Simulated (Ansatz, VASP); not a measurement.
## One calculation of Ti, two programs

The input INCAR:

```
SYSTEM = Ti
  PREC = Accurate
  ENCUT = 520
  EDIFF = 1E-6
  ISMEAR = 0
  SIGMA = 0.15
  LREAL = .FALSE.
  LASPH = .TRUE.
  NELM = 80
  ALGO = Fast
  ISIF = 2
  LWAVE = .FALSE.
  LCHARG = .FALSE.
  GGA = PE
  NBANDS = 19
```

KPOINTS

```
Automatic mesh
0
G
  24 24 14
  0 0 0
```

Contents of POSCAR:

```
Ti
1.0
    2.7033814164      0.0000000000      0.0000000000
   -1.3516907082      2.3411969827      0.0000000000
    0.0000000000      0.0000000000      4.2785832934
Ti
2
Direct
    0.3333333333      0.6666666667      0.2500000000
    0.6666666667      0.3333333333      0.7500000000
```

Input for Ansatz:

```yaml
crystal:
  lattice:
    - [2.7033814164, 0.0, 0.0]
    - [-1.3516907082, 2.3411969827, 0.0]
    - [0.0, 0.0, 4.2785832934]
  atoms:
    - { symbol: Ti, position: [0.3333333333, 0.6666666667, 0.25] }
    - { symbol: Ti, position: [0.6666666667, 0.3333333333, 0.75] }
basis:
  ecutwfc: 420
kpoints:
  mp_grid: { grid: [24, 24, 14] }
hamiltonian:
  xc: pbe
scf:
  occupations: { method: gaussian, width: 0.15 }
output:
  forces: true
  stress: true
  eigenvalues: true
```

Change from the starting cell: strain -0.080 along x and y, -0.080 along z, atoms carried along.

Alike in both runs: task single point; functional PBE; k mesh 24 × 24 × 14; occupations gaussian, width 0.15 eV; no spin polarisation.

|  | VASP | Ansatz |
| --- | --- | --- |
| version | VASP 6.6.1 | Ansatz 0.2.0 |
| potentials or method | VASP PAW PBE potentials, release 64 (Ti_sv), cutoff 520 eV | scalar-relativistic, plane waves, PAW |
| valence electrons in the cell | 24 | 24 |

VASP gave:

```
gap on the k mesh at the Fermi level (eV)                     : none
pressure (GPa)                                                : 42.1
traceless stress, the component that is largest in VASP (GPa) : 1.10
```

Task: Which values does Ansatz return?

Result: gap on the k mesh at the Fermi level (eV): none; pressure (GPa): 43.0; traceless stress, the component that is largest in VASP (GPa): 1.09.

A gap of «none» marks a metal or a gap that the smearing closes. Both programs put the cell under a high pressure, so it lies far from rest at this level. With one functional, cell and mesh, what is left measures potentials, basis and numerics.
